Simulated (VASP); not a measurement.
A run of VASP 6.6.1:

File INCAR:

```
SYSTEM = CaSe
  ALGO = Normal
  EDIFF = 1E-6
  ENCUT = 520
  GGA = PE
  ISIF = 2
  ISMEAR = 0
  LASPH = .True.
  LCHARG = .False.
  LREAL = .False.
  LWAVE = .False.
  NBANDS = 15
  NELM = 60
  PREC = Accurate
  SIGMA = 0.01
```

The input KPOINTS:

```
k-points
0
Gamma
  4 4 4
  0 0 0
```

File POSCAR:

```
CaSe
1.0
    0.0000000000      2.9675351113      2.9675351113
    2.9675351113      0.0000000000      2.9675351113
    2.9675351113      2.9675351113      0.0000000000
Ca Se
1 1
Direct
    0.0000000000      0.0000000000      0.0000000000
    0.5000000000      0.5000000000      0.5000000000
```

Potentials or basis: VASP PAW PBE potentials, release 64 (Ca_sv, Se).

Command:

```sh
$ cat potpaw_PBE.64/Ca_sv/POTCAR potpaw_PBE.64/Se/POTCAR > POTCAR
$ mpirun -np 1 vasp_std > vasp.out
```

Hardware: 1 thread of Intel(R) Xeon(R) Platinum 8488C (Sapphire Rapids), on a shared host.

Q: Estimate the wall time of this run.

A: Wall time 5.6 s on 1 thread of Intel(R) Xeon(R) Platinum 8488C (Sapphire Rapids), on a shared host, peak memory 0.17 GiB. Counts: scf iterations 13, k points 8.
